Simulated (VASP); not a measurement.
# P in VASP: notebook

The runs below take P through single point, with r2SCAN.

Program: VASP 6.6.1. These are calculated values, not measurements. Logs are shortened: lines on timing, memory, paths and dates and some standing lists are left out, and cuts for length are marked.

### Step 1. The cell of the first run

The cell holds a slab with vacuum, 4 atoms: a = 3.284 Å, b = 34.857 Å, c = 4.632 Å, α = 90.00°, β = 90.00°, γ = 90.00°.

### Step 2. Single point, r2SCAN (atom 1 (P) moved +0.300 Å towards its neighbour atom 4 (P) at 2.199 Å)

Contents of POSCAR:

```
P
1.0
    3.2837277200      0.0000000000      0.0000000000
    0.0000000000     34.8570309900      0.0000000000
    0.0000000000      0.0000000000      4.6320847100
P
4
Direct
   -0.0682229727      0.9702614300      0.6352265085
    0.0000000000      0.0297385700      0.4078492800
    0.5000000000      0.0297385700      0.0921507200
    0.5000000000      0.9702614300      0.9078492800
```

Contents of INCAR.step1:

```
SYSTEM = P
PREC     = Accurate       ! precision mode
ENCUT    = 520            ! plane-wave cutoff, eV
ISMEAR   = 0              ! smearing method
SIGMA    = 0.05           ! smearing width, eV
LREAL    = .FALSE.        ! projectors in reciprocal space
LASPH    = .TRUE.         ! aspherical terms in the spheres
NELM     = 60             ! most SCF steps
NBANDS   = 18             ! bands
GGA      = PE             ! functional
ALGO     = Normal         ! electronic algorithm
EDIFF    = 1E-4           ! SCF threshold, eV
LWAVE    = .TRUE.         ! write WAVECAR
LCHARG   = .FALSE.        ! write CHGCAR
```

Contents of INCAR.step2:

```
SYSTEM = P
PREC     = Accurate       ! precision mode
ENCUT    = 520            ! plane-wave cutoff, eV
EDIFF    = 1E-7           ! SCF threshold, eV
ISMEAR   = 0              ! smearing method
SIGMA    = 0.05           ! smearing width, eV
LREAL    = .FALSE.        ! projectors in reciprocal space
LASPH    = .TRUE.         ! aspherical terms in the spheres
NELM     = 60             ! most SCF steps
ALGO     = Normal         ! electronic algorithm
ISIF     = 2              ! what is computed and relaxed
LWAVE    = .FALSE.        ! write WAVECAR
LCHARG   = .TRUE.         ! write CHGCAR
METAGGA  = R2SCAN         ! meta-GGA
LMIXTAU  = .TRUE.       
LELF     = .TRUE.         ! ELF
LVHAR    = .TRUE.       
NBANDS   = 18             ! bands
ISTART   = 1
```

Contents of KPOINTS:

```
Automatic mesh
0
G
  8 1 6
  0 0 0
```

Potentials or basis: VASP PAW PBE potentials, release 64 (P).

Run with:

```bash
$ cat potpaw_PBE.64/P/POTCAR > POTCAR
$ cp INCAR.step1 INCAR
$ mpirun -np 1 vasp_std > vasp.out
$ cp INCAR.step2 INCAR
$ mpirun -np 1 vasp_std > vasp.out
```

OUTCAR:

```text
SYSTEM = P
   PREC = Accurate
   ENCUT = 520
   EDIFF = 1E-7
   ISMEAR = 0
   LREAL = .FALSE.
   LASPH = .TRUE.
   NELM = 60
   ISIF = 2
   METAGGA = R2SCAN
   ISTART = 1

 ion  position               nearest neighbor table
   1  0.932  0.970  0.635-   4 1.90   4 2.25   2 2.34
   2  0.000  0.030  0.408-   3 2.20   3 2.20   1 2.34
   3  0.500  0.030  0.092-   2 2.20   2 2.20   4 2.24
   4  0.500  0.970  0.908-   1 1.90   3 2.24   1 2.25

  LATTYP: Found a simple orthorhombic cell.
 ALAT       =     3.2837277200
 B/A-ratio  =     1.4106177811
 C/A-ratio  =    10.6150795566

  Lattice vectors:

 A1 = (  -3.2837277200,   0.0000000000,   0.0000000000)
 A2 = (   0.0000000000,   0.0000000000,   4.6320847100)
 A3 = (   0.0000000000,  34.8570309900,   0.0000000000)

Analysis of symmetry for initial positions (statically):
=====================================================================
 Subroutine PRICEL returns:
 Original cell was already a primitive cell.

 Routine SETGRP: Setting up the symmetry group for a
 simple orthorhombic supercell.

 Subroutine GETGRP returns: Found  1 space group operations
 (whereof  1 operations were pure point group operations)
 out of a pool of  8 trial point group operations.

The static configuration has the point symmetry C_1 .

Analysis of symmetry for dynamics (positions and initial velocities):
=====================================================================
 Subroutine PRICEL returns:
 Original cell was already a primitive cell.

 Routine SETGRP: Setting up the symmetry group for a
 simple orthorhombic supercell.

 Subroutine GETGRP returns: Found  1 space group operations
 (whereof  1 operations were pure point group operations)
 out of a pool of  8 trial point group operations.

The dynamic configuration has the point symmetry C_1 .

 Subroutine INISYM returns: Found  1 space group operations
 (whereof  1 operations are pure point group operations),
 and found     1 'primitive' translations

----------------------------------------------------------------------------------------

                                     Primitive cell

  volume of cell :     530.1930

  direct lattice vectors                    reciprocal lattice vectors
     3.283727720  0.000000000  0.000000000     0.304531948  0.000000000  0.000000000
     0.000000000 34.857030990  0.000000000     0.000000000  0.028688617  0.000000000
     0.000000000  0.000000000  4.632084710     0.000000000  0.000000000  0.215885516

  length of vectors
     3.283727720 34.857030990  4.632084710     0.304531948  0.028688617  0.215885516

  position of ions in fractional coordinates (direct lattice)
     0.931777027  0.970261430  0.635226508
     0.000000000  0.029738570  0.407849280
     0.500000000  0.029738570  0.092150720
     0.500000000  0.970261430  0.907849280

  ion indices of the primitive-cell ions
   primitive index   ion index
                 1           1
                 2           2
                 3           3
                 4           4

----------------------------------------------------------------------------------------

 KPOINTS: Automatic mesh

Automatic generation of k-mesh.
 Grid dimensions read from file:
 generate k-points for:    8    1    6

 Generating k-lattice:

  Cartesian coordinates                     Fractional coordinates (reciprocal lattice)
     0.038066494  0.000000000  0.000000000     0.125000000  0.000000000  0.000000000
     0.000000000  0.028688617  0.000000000     0.000000000  1.000000000  0.000000000
     0.000000000  0.000000000  0.035980919     0.000000000  0.000000000  0.166666667

  Length of vectors
     0.038066494  0.028688617  0.035980919

  Shift w.r.t. Gamma in fractional coordinates (k-lattice)
     0.000000000  0.000000000  0.000000000

 Subroutine IBZKPT returns following result:
 ===========================================

 Found     26 irreducible k-points:

 Following reciprocal coordinates:
            Coordinates               Weight
  0.000000  0.000000  0.000000      1.000000
  0.125000  0.000000  0.000000      2.000000
  0.250000  0.000000  0.000000      2.000000
  0.375000  0.000000  0.000000      2.000000
  0.500000  0.000000  0.000000      1.000000
  0.000000  0.000000  0.166667      2.000000
[... 16 lines left out ...]
  0.125000  0.000000  0.500000      2.000000
  0.250000  0.000000  0.500000      2.000000
 [... further k-points ...]
   k-points           NKPTS =     26   k-points in BZ     NKDIM =     26   number of bands    NBANDS=     18
   number of dos      NEDOS =    301   number of ions     NIONS =      4
   total plane-waves  NPLWV = 233280
   dimension x,y,z NGX =    24 NGY =  270 NGZ =   36
   dimension x,y,z NGXF=    48 NGYF=  540 NGZF=   72
   ions per type =               4
   NGX,Y,Z   is equivalent  to a cutoff of  12.15, 12.88, 12.92 a.u.
   NGXF,Y,Z  is equivalent  to a cutoff of  24.30, 25.75, 25.84 a.u.
 SYSTEM =  P
   PREC   = accura    normal or accurate (medium, high low for compatibility)
   ISTART =      1    job   : 0-new  1-cont  2-samecut
   ICHARG =      0    charge: 1-file 2-atom 10-const
   ISPIN  =      1    spin polarized calculation?
   LNONCOLLINEAR =      F non collinear calculations
   LSORBIT =      F    spin-orbit coupling
   LASPH  =      T    aspherical Exc in radial PAW
   ENCUT  =  520.0 eV  38.22 Ry    6.18 a.u.   6.11 64.81  8.61*2*pi/ulx,y,z
   NELM   =     60;   NELMIN=  2; NELMDL=  0     # of ELM steps
   EDIFF  = 0.1E-06   stopping-criterion for ELM
   LREAL  =      F    real-space projection
   EDIFFG = 0.1E-05   stopping-criterion for IOM
   NSW    =      0    number of steps for IOM
   IBRION =     -1    ionic relax: 0-MD 1-quasi-New 2-CG
   NFREE  =      0    steps in history (QN), initial steepest desc. (CG)
   ISIF   =      2    stress and relaxation
   ISYM   =      2    0-nonsym 1-usesym 2-fastsym
   POTIM  = 0.5000    time-step for ionic-motion
   TEBEG  =    0.0;   TEEND  =   0.0 temperature during run
   PSTRESS=    0.0 pullay stress
   NELECT =      20.0000    total number of electrons
   NUPDOWN=      -1.0000    fix difference up-down
   EMIN   =  10.00;   EMAX   =-10.00  energy-range for DOS
   EFERMI =   0.00;   METHOD = LEGACY
   ISMEAR =     0;   SIGMA  =   0.05  broadening in eV -4-tet -1-fermi 0-gaus
   EFERMI_NEDOS =   21; number of points for ismear=-14 and -15
   IALGO  =     38    algorithm
   IMIX   =      4    mixing-type and parameters
     AMIX     =   0.40;   BMIX     =  1.00
     AMIX_MAG =   1.60;   BMIX_MAG =  1.00
  volume/ion in A,a.u.               =     132.55       894.48
  Fermi-wavevector in a.u.,A,eV,Ry     =   0.549044  1.037542  4.101461  0.301449
  Thomas-Fermi vector in A             =   1.580001
   LORBIT       =      0    0 simple, 1 ext, 2 COOP (PROOUT), +10 PAW based schemes
   METAGGA = R2SCAN    functional components
   LHFCALC =     F    Hartree Fock is set to
   AEXX    =    0.0000 exact exchange contribution
   IVDW    =     0    specifies the selected vdW correction
   LEPSILON=     F    determine dielectric tensor
   LRPA    =     F    only Hartree local field effects (RPA)
 non-spin polarized calculation
 Gauss-broadening in eV      SIGMA  =   0.05
  energy-cutoff  :      520.00
  volume of cell :      530.19
 maximum number of plane-waves:     14344
   NGX = 13   NGY =129   NGZ = 17

 number of electron      20.0000001 magnetization

 Free energy of the ion-electron system (eV)
  ---------------------------------------------------
  ext. energy  EPLUGINS =         0.00000000
  ---------------------------------------------------
  free energy    TOTEN  =       -34.94840267 eV

  energy without entropy =      -34.94840267  energy(sigma->0) =      -34.94840267

 E-fermi :  -3.1305     XC(G=0):  -1.7173

 val. band max:       -3.4030508090   @ k =   0.1250   0.0000   0.0000
 cond. band min:      -2.7616947990   @ k =   0.0000   0.0000   0.1667
 fundamental gap:      0.6413560100
 Fermi energy:        -3.1305001716

 k-point     1 :       0.0000    0.0000    0.0000
  band No.  band energies     occupation
      1     -19.8511      2.00000
      2     -17.3618      2.00000
      3     -12.9753      2.00000
      4      -9.8884      2.00000
      5      -8.5520      2.00000
      6      -8.1035      2.00000
[... 10 lines left out ...]
     17       1.7045      0.00000
     18       1.8319      0.00000

 k-point     2 :       0.1250    0.0000    0.0000
  band No.  band energies     occupation
      1     -19.6566      2.00000
      2     -17.1629      2.00000
      3     -13.0673      2.00000
      4      -9.7861      2.00000
      5      -8.9427      2.00000
      6      -8.4389      2.00000
[... 10 lines left out ...]
     17       1.9196      0.00000
     18       2.0260      0.00000

 k-point     3 :       0.2500    0.0000    0.0000
  band No.  band energies     occupation
      1     -19.0838      2.00000
      2     -16.5806      2.00000
      3     -13.6524      2.00000
      4     -10.5122      2.00000
      5      -9.4960      2.00000
      6      -9.2192      2.00000
[... 10 lines left out ...]
     17       2.3693      0.00000
     18       2.5454      0.00000

 k-point     4 :       0.3750    0.0000    0.0000
  band No.  band energies     occupation
      1     -18.1884      2.00000
      2     -15.7801      2.00000
      3     -14.7715      2.00000
      4     -12.2288      2.00000
      5      -9.5723      2.00000
      6      -8.8639      2.00000
[... 10 lines left out ...]
     17       3.2009      0.00000
     18       3.3302      0.00000

 k-point     5 :       0.5000    0.0000    0.0000
  band No.  band energies     occupation
      1     -17.4282      2.00000
      2     -16.1127      2.00000
      3     -14.4852      2.00000
      4     -13.4689      2.00000
      5      -9.0825      2.00000
      6      -8.9936      2.00000
[... 10 lines left out ...]
     17       3.4768      0.00000
     18       3.9133      0.00000

 k-point     6 :       0.0000    0.0000    0.1667
  band No.  band energies     occupation
      1     -19.7377      2.00000
      2     -17.5141      2.00000
      3     -13.0160      2.00000
      4     -10.4189      2.00000
      5      -8.1926      2.00000
      6      -7.8985      2.00000
[... 307 lines left out ...]
 k-point    21 :       0.5000    0.0000    0.3333
  band No.  band energies     occupation
      1     -17.2179      2.00000
      2     -15.8890      2.00000
      3     -14.6737      2.00000
      4     -13.7703      2.00000
      5      -9.3914      2.00000
      6      -8.9502      2.00000
[... 10 lines left out ...]
     17       3.1908      0.00000
     18       3.5584      0.00000

 k-point    22 :       0.0000    0.0000    0.5000
  band No.  band energies     occupation
      1     -19.2121      2.00000
      2     -18.1845      2.00000
      3     -12.6241      2.00000
      4     -11.9817      2.00000
      5      -7.5947      2.00000
      6      -7.0387      2.00000
[... 10 lines left out ...]
     17       2.5029      0.00000
     18       2.9059      0.00000

 k-point    23 :       0.1250    0.0000    0.5000
  band No.  band energies     occupation
      1     -19.0247      2.00000
      2     -17.9899      2.00000
      3     -12.5648      2.00000
      4     -11.9217      2.00000
      5      -8.7084      2.00000
      6      -7.7603      2.00000
[... 10 lines left out ...]
     17       2.7486      0.00000
     18       3.1219      0.00000

 k-point    24 :       0.2500    0.0000    0.5000
  band No.  band energies     occupation
      1     -18.4810      2.00000
      2     -17.4184      2.00000
      3     -12.7316      2.00000
      4     -12.0955      2.00000
      5      -9.9602      2.00000
      6      -9.3704      2.00000
[... 10 lines left out ...]
     17       2.9120      0.00000
     18       3.5760      0.00000

 [... further k-points ...]

------------------------ aborting loop because EDIFF is reached ----------------------------------------

  FORCE on cell =-STRESS in cart. coord.  units (eV):
  Direction    XX          YY          ZZ          XY          YZ          ZX
  --------------------------------------------------------------------------------------
  -------------------------------------------------------------------------------------
  Total        4.0555442     -0.5460223      4.8346992     -1.1580782      1.3312852     -5.5257081
  in kB       12.2553494     -1.6500114     14.6098588     -3.4995680      4.0229779    -16.6980017
  external PRESSURE =       8.4050656 kB  Pullay stress =       0.0000000 kB

 VOLUME and BASIS-vectors are now :
 -----------------------------------------------------------------------------
  energy-cutoff  :      520.00
  volume of cell :      530.19
      direct lattice vectors                 reciprocal lattice vectors
     3.283727720  0.000000000  0.000000000     0.304531948  0.000000000  0.000000000
     0.000000000 34.857030990  0.000000000     0.000000000  0.028688617  0.000000000
     0.000000000  0.000000000  4.632084710     0.000000000  0.000000000  0.215885516

 POSITION                                       TOTAL-FORCE (eV/Angst)
 -----------------------------------------------------------------------------------
      3.05970     33.82043      2.94242         4.851022      0.032493     -4.632727
      0.00000      1.03660      1.88919        -0.309722     -0.109807      0.172574
      1.64186      1.03660      0.42685        -0.248932     -0.144143      0.469623
      1.64186     33.82043      4.20523        -4.292368      0.221457      3.990530
 -----------------------------------------------------------------------------------
    total drift:                               -0.000094      0.000006      0.000034

  FREE ENERGIE OF THE ION-ELECTRON SYSTEM (eV)
  ---------------------------------------------------
  free  energy   TOTEN  =       -34.9484026740 eV

  energy  without entropy=      -34.9484026740  energy(sigma->0) =      -34.94840267
```

It took 17 min on 1 thread of Intel Xeon 6975P-C (Granite Rapids), shared host; peak memory 0.69 GiB.

What came out:

```
Free energy            : -34.9484 eV
Largest force          : 6.708 eV/Å
Band gap on the k mesh : 0.64 eV (least direct gap 0.84 eV)
```

Forces on the atoms (eV/Å):
```
P    4.851  0.032 -4.633
P   -0.310 -0.110  0.173
P   -0.249 -0.144  0.470
P   -4.292  0.221  3.991
```

Caveat: the cell differs from its parent crystal (atom 1 (P) moved +0.300 Å towards its neighbour atom 4 (P) at 2.199 Å); there is no dipole correction, which matters where the two faces differ; the PAW data sets were made with another functional, which shifts forces and pressure a little.

### Step 3. Single point, r2SCAN (atom 1 (P) moved -0.225 Å towards its neighbour atom 4 (P) at 2.199 Å)

POSCAR: that of step 2 with these lines changed.

```diff
@@ -8,3 +8,3 @@
 Direct
-   -0.0682229727      0.9702614300      0.6352265085
+    0.0511672295      0.9702614300      0.5598438786
     0.0000000000      0.0297385700      0.4078492800
```

Contents of INCAR.step1:

```
SYSTEM = P
PREC = Accurate ; ENCUT = 520
ISMEAR = 0 ; SIGMA = 0.05
LREAL = .FALSE. ; LASPH = .TRUE.
NELM = 60 ; NBANDS = 18
GGA = PE ; ALGO = Normal
EDIFF = 1E-4 ; LWAVE = .TRUE.
LCHARG = .FALSE.
```

Contents of INCAR.step2:

```
SYSTEM = P
PREC = Accurate ; ENCUT = 520
EDIFF = 1E-7 ; ISMEAR = 0
SIGMA = 0.05 ; LREAL = .FALSE.
LASPH = .TRUE. ; NELM = 60
ALGO = Normal ; ISIF = 2
LWAVE = .FALSE. ; LCHARG = .FALSE.
METAGGA = R2SCAN ; LMIXTAU = .TRUE.
NBANDS = 18 ; ISTART = 1
```

KPOINTS is that of step 2.

Potentials or basis: VASP PAW PBE potentials, release 64 (P).

Run with:

```bash
$ cat potpaw_PBE.64/P/POTCAR > POTCAR
$ cp INCAR.step1 INCAR
$ mpirun -np 1 vasp_std > vasp.out
$ cp INCAR.step2 INCAR
$ mpirun -np 1 vasp_std > vasp.out
```

Run time: 16 min. Hardware: 1 thread of Intel Xeon 6975P-C (Granite Rapids), shared host; peak memory 0.66 GiB.

It converged, with:

```yaml
Free_energy: -35.5307 eV
Largest_force: 2.053 eV/Å
Band_gap_on_the_k_mesh: 1.19 eV (least direct gap 1.37 eV)
```

Forces on the atoms (eV/Å):
```
P   -1.354 -0.157  1.535
P    0.197  0.130 -0.148
P    0.141  0.171 -0.297
P    1.016 -0.144 -1.089
```

Levels at points of the mesh, in eV from the valence-band top:
```tsv
k point	band 6	band 7	band 8	band 9	band 10	band 11	band 12	band 13	band 14	band 15
(0.00, 0.00, 0.00)	-4.61	-3.30	-1.79	-1.10	0.00	1.37	2.00	2.96	3.98	5.04
(0.50, 0.00, 0.00)	-5.05	-3.02	-2.63	-2.02	-1.77	1.19	1.70	2.22	2.69	4.13
(0.00, 0.00, 0.50)	-2.85	-2.71	-1.98	-1.39	-0.98	2.35	2.54	3.97	4.09	4.30
(0.50, 0.00, 0.50)	-5.08	-4.61	-4.54	-1.18	-0.98	2.66	3.31	3.62	4.18	5.48
```

Caveat: the cell differs from its parent crystal (atom 1 (P) moved -0.225 Å towards its neighbour atom 4 (P) at 2.199 Å); there is no dipole correction, which matters where the two faces differ; the PAW data sets were made with another functional, which shifts forces and pressure a little.
